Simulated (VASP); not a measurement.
# WC (P-6m2) in VASP: notebook

WC is run at these levels: PBEsol; tasks: single point.

Everything below comes from runs of VASP 6.6.1. Logs are shortened: lines on timing, memory, paths and dates and some standing lists are left out, and cuts for length are marked.

**1. The cell of the first run**

Symmetry: P-6m2, No. 187, hexagonal system. The conventional cell has a = 2.810 Å, b = 2.810 Å, c = 3.015 Å, α = 90.00°, β = 90.00°, γ = 120.00°. Within 2.9 Å of W (site symmetry -6m2) lie 6 C at 2.21 Å and 6 W at 2.81 Å. Within 2.9 Å of C (site symmetry -6m2) lie 6 W at 2.21 Å and 6 C at 2.81 Å.

**2. Single point, PBEsol**

Contents of INCAR:

```
SYSTEM = WC
PREC     = Accurate       ! precision mode
ENCUT    = 520            ! plane-wave cutoff, eV
EDIFF    = 1E-7           ! SCF threshold, eV
ISMEAR   = 0              ! smearing method
SIGMA    = 0.15           ! smearing width, eV
LREAL    = .False.        ! projectors in reciprocal space
LASPH    = .True.         ! aspherical terms in the spheres
NELM     = 60             ! most SCF steps
ALGO     = Normal         ! electronic algorithm
ISIF     = 2              ! what is computed and relaxed
LWAVE    = .False.        ! write WAVECAR
LCHARG   = .False.        ! write CHGCAR
GGA      = PS             ! functional
NBANDS   = 16             ! bands
```

Contents of KPOINTS:

```
regular mesh
0
Gamma
  21 21 18
  0 0 0
```

Contents of POSCAR:

```
WC
1.0
    2.8098007436      0.0000000000      0.0000000000
   -1.4049003718      2.4333588235      0.0000000000
    0.0000000000      0.0000000000      3.0145887278
W C
1 1
Direct
    0.0000000000      0.0000000000      0.0000000000
    0.6666666667      0.3333333333      0.5000000000
```

Potentials or basis: VASP PAW PBE potentials, release 64 (W_sv, C).

Command:

```sh
cat potpaw_PBE.64/W_sv/POTCAR potpaw_PBE.64/C/POTCAR > POTCAR
mpirun -np 1 vasp_std > vasp.out
```

OUTCAR:

```text
SYSTEM = WC
   PREC = Accurate
   ENCUT = 520
   EDIFF = 1E-7
   ISMEAR = 0
   LREAL = .False.
   LASPH = .True.
   NELM = 60
   ISIF = 2
   GGA = PS

 ion  position               nearest neighbor table
   1  0.000  0.000  0.000-   2 2.21   2 2.21   2 2.21   2 2.21   2 2.21   2 2.21
   2  0.667  0.333  0.500-   1 2.21   1 2.21   1 2.21   1 2.21   1 2.21   1 2.21

  LATTYP: Found a hexagonal cell.
 ALAT       =     2.8098007436
 C/A-ratio  =     1.0728834543

  Lattice vectors:

 A1 = (   2.8098007436,   0.0000000000,   0.0000000000)
 A2 = (  -1.4049003718,   2.4333588235,   0.0000000000)
 A3 = (   0.0000000000,   0.0000000000,   3.0145887278)

Analysis of symmetry for initial positions (statically):
=====================================================================
 Subroutine PRICEL returns:
 Original cell was already a primitive cell.

 Routine SETGRP: Setting up the symmetry group for a
 hexagonal supercell.

 Subroutine GETGRP returns: Found 12 space group operations
 (whereof 12 operations were pure point group operations)
 out of a pool of 24 trial point group operations.

The static configuration has the point symmetry D_3h.

Analysis of symmetry for dynamics (positions and initial velocities):
=====================================================================
 Subroutine PRICEL returns:
 Original cell was already a primitive cell.

 Routine SETGRP: Setting up the symmetry group for a
 hexagonal supercell.

 Subroutine GETGRP returns: Found 12 space group operations
 (whereof 12 operations were pure point group operations)
 out of a pool of 24 trial point group operations.

The dynamic configuration has the point symmetry D_3h.

 Subroutine INISYM returns: Found 12 space group operations
 (whereof 12 operations are pure point group operations),
 and found     1 'primitive' translations

----------------------------------------------------------------------------------------

                                     Primitive cell

  volume of cell :      20.6115

  direct lattice vectors                    reciprocal lattice vectors
     2.809800744  0.000000000  0.000000000     0.355897123  0.205477300  0.000000000
    -1.404900372  2.433358823  0.000000000     0.000000000  0.410954599  0.000000000
     0.000000000  0.000000000  3.014588728     0.000000000  0.000000000  0.331720208

  length of vectors
     2.809800744  2.809800744  3.014588728     0.410954599  0.410954599  0.331720208

  position of ions in fractional coordinates (direct lattice)
     0.000000000  0.000000000  0.000000000
     0.666666667  0.333333333  0.500000000

  ion indices of the primitive-cell ions
   primitive index   ion index
                 1           1
                 2           2

----------------------------------------------------------------------------------------

 KPOINTS: regular mesh

Automatic generation of k-mesh.
 Grid dimensions read from file:
 generate k-points for:   21   21   18

 Generating k-lattice:

  Cartesian coordinates                     Fractional coordinates (reciprocal lattice)
     0.016947482  0.009784633  0.000000000     0.047619048  0.000000000  0.000000000
     0.000000000  0.019569267  0.000000000     0.000000000  0.047619048  0.000000000
     0.000000000  0.000000000  0.018428900     0.000000000  0.000000000  0.055555556

  Length of vectors
     0.019569267  0.019569267  0.018428900

  Shift w.r.t. Gamma in fractional coordinates (k-lattice)
     0.000000000  0.000000000  0.000000000

 Subroutine IBZKPT returns following result:
 ===========================================

 Found    480 irreducible k-points:

 Following reciprocal coordinates:
            Coordinates               Weight
  0.000000  0.000000  0.000000      1.000000
  0.047619  0.000000  0.000000      6.000000
  0.095238  0.000000  0.000000      6.000000
  0.142857  0.000000  0.000000      6.000000
  0.190476  0.000000  0.000000      6.000000
  0.238095 -0.000000  0.000000      6.000000
[... 16 lines left out ...]
  0.142857  0.095238  0.000000     12.000000
  0.190476  0.095238  0.000000     12.000000
 [... further k-points ...]
   k-points           NKPTS =    480   k-points in BZ     NKDIM =    480   number of bands    NBANDS=     16
   number of dos      NEDOS =    301   number of ions     NIONS =      2
   total plane-waves  NPLWV =  13824
   dimension x,y,z NGX =    24 NGY =   24 NGZ =   24
   dimension x,y,z NGXF=    48 NGYF=   48 NGZF=   48
   ions per type =               1   1
   NGX,Y,Z   is equivalent  to a cutoff of  14.20, 14.20, 13.24 a.u.
   NGXF,Y,Z  is equivalent  to a cutoff of  28.40, 28.40, 26.47 a.u.
 SYSTEM =  WC
   PREC   = accura    normal or accurate (medium, high low for compatibility)
   ISTART =      0    job   : 0-new  1-cont  2-samecut
   ICHARG =      2    charge: 1-file 2-atom 10-const
   ISPIN  =      1    spin polarized calculation?
   LNONCOLLINEAR =      F non collinear calculations
   LSORBIT =      F    spin-orbit coupling
   LASPH  =      T    aspherical Exc in radial PAW
   ENCUT  =  520.0 eV  38.22 Ry    6.18 a.u.   5.22  5.22  5.61*2*pi/ulx,y,z
   NELM   =     60;   NELMIN=  2; NELMDL= -5     # of ELM steps
   EDIFF  = 0.1E-06   stopping-criterion for ELM
   LREAL  =      F    real-space projection
   EDIFFG = 0.1E-05   stopping-criterion for IOM
   NSW    =      0    number of steps for IOM
   IBRION =     -1    ionic relax: 0-MD 1-quasi-New 2-CG
   NFREE  =      0    steps in history (QN), initial steepest desc. (CG)
   ISIF   =      2    stress and relaxation
   ISYM   =      2    0-nonsym 1-usesym 2-fastsym
   POTIM  = 0.5000    time-step for ionic-motion
   TEBEG  =    0.0;   TEEND  =   0.0 temperature during run
   PSTRESS=    0.0 pullay stress
   NELECT =      18.0000    total number of electrons
   NUPDOWN=      -1.0000    fix difference up-down
   EMIN   =  10.00;   EMAX   =-10.00  energy-range for DOS
   EFERMI =   0.00;   METHOD = LEGACY
   ISMEAR =     0;   SIGMA  =   0.15  broadening in eV -4-tet -1-fermi 0-gaus
   EFERMI_NEDOS =   21; number of points for ismear=-14 and -15
   IALGO  =     38    algorithm
   IMIX   =      4    mixing-type and parameters
     AMIX     =   0.40;   BMIX     =  1.00
     AMIX_MAG =   1.60;   BMIX_MAG =  1.00
  volume/ion in A,a.u.               =      10.31        69.55
  Fermi-wavevector in a.u.,A,eV,Ry     =   1.564813  2.957068 33.315762  2.448639
  Thomas-Fermi vector in A             =   2.667381
   LORBIT       =      0    0 simple, 1 ext, 2 COOP (PROOUT), +10 PAW based schemes
   GGA     = PS    functional components
   LHFCALC =     F    Hartree Fock is set to
   AEXX    =    0.0000 exact exchange contribution
   IVDW    =     0    specifies the selected vdW correction
   LEPSILON=     F    determine dielectric tensor
   LRPA    =     F    only Hartree local field effects (RPA)
 non-spin polarized calculation
 Gauss-broadening in eV      SIGMA  =   0.15
  energy-cutoff  :      520.00
  volume of cell :       20.61
 maximum number of plane-waves:       568
 NGX is ok and might be reduce to    24

 number of electron      18.0000000 magnetization

 Free energy of the ion-electron system (eV)
  ---------------------------------------------------
  ext. energy  EPLUGINS =         0.00000000
  ---------------------------------------------------
  free energy    TOTEN  =       -23.62519489 eV

  energy without entropy =      -23.62243222  energy(sigma->0) =      -23.62381356

 E-fermi :  11.0381     XC(G=0): -13.9846

 val. band max:       11.0290006267   @ k =   0.3810   0.1429   0.0000
 cond. band min:      11.0420086827   @ k =   0.4762   0.0476   0.5000
 fundamental gap:      0.0130080560
 Fermi energy:        11.0380960461

 k-point     1 :       0.0000    0.0000    0.0000
  band No.  band energies     occupation
      1     -62.9005      2.00000
      2     -27.0655      2.00000
      3     -26.6338      2.00000
      4     -26.6338      2.00000
      5      -3.4206      2.00000
      6       6.3955      2.00000
[... 8 lines left out ...]
     15      24.9201      0.00000
     16      28.5636      0.00000

 k-point     2 :       0.0476    0.0000    0.0000
  band No.  band energies     occupation
      1     -62.8986      2.00000
      2     -27.0618      2.00000
      3     -26.6597      2.00000
      4     -26.6396      2.00000
      5      -3.3559      2.00000
      6       6.4537      2.00000
[... 8 lines left out ...]
     15      24.8488      0.00000
     16      28.7018      0.00000

 k-point     3 :       0.0952    0.0000    0.0000
  band No.  band energies     occupation
      1     -62.8928      2.00000
      2     -27.0513      2.00000
      3     -26.7348      2.00000
      4     -26.6564      2.00000
      5      -3.1656      2.00000
      6       6.6084      2.00000
[... 8 lines left out ...]
     15      24.7091      0.00000
     16      29.1047      0.00000

 k-point     4 :       0.1429    0.0000    0.0000
  band No.  band energies     occupation
      1     -62.8838      2.00000
      2     -27.0347      2.00000
      3     -26.8510      2.00000
      4     -26.6827      2.00000
      5      -2.8608      2.00000
      6       6.7423      2.00000
[... 8 lines left out ...]
     15      24.6521      0.00000
     16      28.8743      0.00000
[... 324 lines left out ...]
 k-point    22 :       0.0952    0.0952    0.0000
  band No.  band energies     occupation
      1     -62.8786      2.00000
      2     -27.0253      2.00000
      3     -26.9092      2.00000
      4     -26.7044      2.00000
      5      -2.6836      2.00000
      6       6.7390      2.00000
[... 8 lines left out ...]
     15      24.6957      0.00000
     16      28.5808      0.00000

 k-point    23 :       0.1429    0.0952    0.0000
  band No.  band energies     occupation
      1     -62.8676      2.00000
      2     -27.0397      2.00000
      3     -27.0049      2.00000
      4     -26.7438      2.00000
      5      -2.2899      2.00000
      6       6.4203      2.00000
[... 8 lines left out ...]
     15      24.9419      0.00000
     16      28.1970      0.00000

 k-point    24 :       0.1905    0.0952    0.0000
  band No.  band energies     occupation
      1     -62.8551      2.00000
      2     -27.1835      2.00000
      3     -26.9820      2.00000
      4     -26.7884      2.00000
      5      -1.8201      2.00000
      6       5.9556      2.00000
[... 8 lines left out ...]
     15      25.4606      0.00000
     16      28.0514      0.00000

 [... further k-points ...]

------------------------ aborting loop because EDIFF is reached ----------------------------------------

  FORCE on cell =-STRESS in cart. coord.  units (eV):
  Direction    XX          YY          ZZ          XY          YZ          ZX
  --------------------------------------------------------------------------------------
  -------------------------------------------------------------------------------------
  Total        2.7312234      2.7312234     -5.7854869      0.0000000     -0.0000000      0.0000000
  in kB      212.3039402    212.3039401   -449.7184928      0.0000000     -0.0000000      0.0000000
  external PRESSURE =      -8.3702042 kB  Pullay stress =       0.0000000 kB

 VOLUME and BASIS-vectors are now :
 -----------------------------------------------------------------------------
  energy-cutoff  :      520.00
  volume of cell :       20.61
      direct lattice vectors                 reciprocal lattice vectors
     2.809800744  0.000000000  0.000000000     0.355897123  0.205477300  0.000000000
    -1.404900372  2.433358823  0.000000000     0.000000000  0.410954599  0.000000000
     0.000000000  0.000000000  3.014588728     0.000000000  0.000000000  0.331720208

 POSITION                                       TOTAL-FORCE (eV/Angst)
 -----------------------------------------------------------------------------------
      0.00000      0.00000      0.00000         0.000000     -0.000000      0.000000
      1.40490      0.81112      1.50729        -0.000000      0.000000      0.000000
 -----------------------------------------------------------------------------------
    total drift:                                0.000000     -0.000000      0.000000

  FREE ENERGIE OF THE ION-ELECTRON SYSTEM (eV)
  ---------------------------------------------------
  free  energy   TOTEN  =       -23.6251948909 eV

  energy  without entropy=      -23.6224322246  energy(sigma->0) =      -23.62381356
```

Wall time 81 s (1 thread of Intel Xeon Platinum 8259CL at 2.50GHz (Skylake/Cascade Lake), shared host); peak memory 0.27 GiB.

Results:

- Free energy: -23.6252 eV
- Pressure: -0.8 GPa
- Band gap on the k mesh: zero (band 9 reaches 11.43 eV, above the bottom of band 10 at 10.37 eV)

Stress tensor (GPa, compression positive):
```
 21.23   0.00   0.00
  0.00  21.23   0.00
  0.00   0.00 -44.97
```

Caveat: the PAW data sets were made with another functional, which shifts forces and pressure a little; spin-orbit coupling is left out, which moves the levels of the heavy elements.

**3. Single point, PBEsol**

This run uses another cell than the first one, of the same volume but with other edges.

Contents of INCAR:

```
PREC     = Accurate       # precision mode
ENCUT    = 520            # plane-wave cutoff, eV
EDIFF    = 1E-6           # SCF threshold, eV
ISMEAR   = 0              # smearing method
SIGMA    = 0.15           # smearing width, eV
LREAL    = F              # projectors in reciprocal space
LASPH    = T              # aspherical terms in the spheres
NELM     = 100            # most SCF steps
ALGO     = Normal         # electronic algorithm
ISIF     = 2              # what is computed and relaxed
LWAVE    = F              # write WAVECAR
LCHARG   = F              # write CHGCAR
GGA      = PS             # functional
NBANDS   = 16             # bands
```

Contents of KPOINTS:

```
Automatic mesh
0
Gamma
  21 21 18
```

Contents of POSCAR:

```
WC
1.0
    2.9402392704      0.0000000000      0.0000000000
   -1.4701196352      2.5463219013      0.0000000000
    0.0000000000      0.0000000000      2.7530479113
W C
1 1
Direct
    0.0000000000      0.0000000000      0.0000000000
    0.6666666667      0.3333333333      0.5000000000
```

Potentials or basis: VASP PAW PBE potentials, release 64 (W_sv, C).

Command:

```sh
cat potpaw_PBE.64/W_sv/POTCAR potpaw_PBE.64/C/POTCAR > POTCAR
mpirun -np 1 vasp_std > vasp.out
```

Wall time 66 s (1 thread of Intel Xeon Platinum 8259CL at 2.50GHz (Skylake/Cascade Lake), shared host); peak memory 0.26 GiB.

Results (log left out):

| Quantity | Value |
| --- | --- |
| Free energy | -23.8480 eV |
| Pressure | 2.8 GPa |
| Band gap on the k mesh | zero (band 9 reaches 11.93 eV, above the bottom of band 10 at 10.47 eV) |

Stress tensor (GPa, compression positive):
```
-7.38  0.00  0.00
 0.00 -7.38  0.00
 0.00  0.00 23.29
```

Levels at points of the mesh, in eV from the Fermi level:
| k point | band 6 | band 7 | band 8 | band 9 | band 10 | band 11 | band 12 | band 13 |
| --- | --- | --- | --- | --- | --- | --- | --- | --- |
| (0.00, 0.00, 0.00) | -4.38 | -3.69 | -3.69 | 0.51 | 3.34 | 3.34 | 5.83 | 5.83 |
| (0.00, 0.00, 0.50) | -8.68 | -2.46 | -2.46 | -0.60 | -0.60 | 4.29 | 4.29 | 4.42 |

Caveat: the PAW data sets were made with another functional, which shifts forces and pressure a little; spin-orbit coupling is left out, which moves the levels of the heavy elements.
